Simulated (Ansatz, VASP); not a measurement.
**Al2O3 in VASP and in Ansatz**

```
Al O
1.0
     2.77608    0.00000    0.00000
    -1.38804    2.40416    0.00000
     0.00000    0.00000    7.27165
Al O
2 3
Direct
  0.00000 0.00000 0.27795
  0.00000 0.00000 0.72205
  0.33333 0.66667 0.19945
  0.66667 0.33333 0.80055
  0.00000 0.00000 0.50000
```

Change from the starting cell: strain -0.080 along x and y, -0.040 along z, atoms carried along.

Alike in both runs: task single point; functional LDA; k mesh 12 × 12 × 4; occupations gaussian, width 0.05 eV; no spin polarisation.

|  | VASP | Ansatz |
| --- | --- | --- |
| version | VASP 6.6.1 | Ansatz 0.2.0 |
| potentials or method | VASP PAW LDA potentials, release 64 (Al, O), cutoff 520 eV | scalar-relativistic, plane waves, PAW |
| valence electrons in the cell | 24 | 24 |

```tsv
	VASP	Ansatz	Ansatz less VASP
gap on the k mesh at the Fermi level (eV)	3.26	3.25	-0.011
least direct gap on the mesh (eV)	3.26	3.25	-0.011
pressure (GPa)	39.0	36.7	-2.29
traceless stress, the component that is largest in VASP (GPa)	-12.46	-13.00	-0.541
rms of the force components (eV/Å)	0.702	0.670	-0.0322
```

LDA's correlation is that of Perdew and Zunger in VASP and of Perdew and Wang (1992) in Ansatz. Atom by atom the forces differ by 0.066 eV/Å (rms over components). Both programs put the cell under a high pressure, so it lies far from rest at this level.
